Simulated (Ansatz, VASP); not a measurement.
## Al in VASP and in Ansatz

INCAR

```
SYSTEM = Al
PREC = Accurate
ENCUT = 520
EDIFF = 1E-6
ISMEAR = 0
SIGMA = 0.15
LREAL = .False.
LASPH = .True.
NELM = 100
ALGO = Normal
ISIF = 2
LWAVE = .False.
LCHARG = .False.
GGA = PE
NBANDS = 8
```

KPOINTS

```
Automatic mesh
0
Gamma
  20 20 20
  0 0 0
```

The input POSCAR:

```
Al
1.0
    0.0000000000      2.0593996500      2.0239800000
    2.0239800000      0.0000000000      2.0239800000
    2.0239800000      2.0593996500      0.0000000000
Al
1
Direct
    0.0000000000      0.0000000000      0.0000000000
```

Input for Ansatz:

```yaml
crystal:
  lattice:
    - [0.0, 2.05939965, 2.02398]
    - [2.02398, 0.0, 2.02398]
    - [2.02398, 2.05939965, 0.0]
  atoms:
    - { symbol: Al, position: [0.0, 0.0, 0.0] }
basis:
  ecutwfc: 420
kpoints:
  mp_grid: { grid: [20, 20, 20] }
hamiltonian:
  xc: pbe
scf:
  occupations: { method: gaussian, width: 0.15 }
output:
  forces: true
  stress: true
  eigenvalues: true
```

Change from the starting cell: strain +0.0175 x Voigt [0, 1, 0, 0, 0, 0], atoms carried along.

Alike in both runs: task single point; functional PBE; k mesh 20 × 20 × 20; occupations gaussian, width 0.15 eV; no spin polarisation.

|  | VASP | Ansatz |
| --- | --- | --- |
| version | VASP 6.6.1 | Ansatz 0.2.0 |
| potentials or method | VASP PAW PBE potentials, release 64 (Al), cutoff 520 eV | scalar-relativistic, plane waves, PAW |
| valence electrons in the cell | 3 | 3 |

```tsv
	VASP	Ansatz	Ansatz less VASP
gap on the k mesh at the Fermi level (eV)	none	none	-
pressure (GPa)	-1.7	-1.7	+0.04
traceless stress, the component that is largest in VASP (GPa)	-0.42	-0.42	-0.006
```

A gap of «none» marks a metal or a gap that the smearing closes.
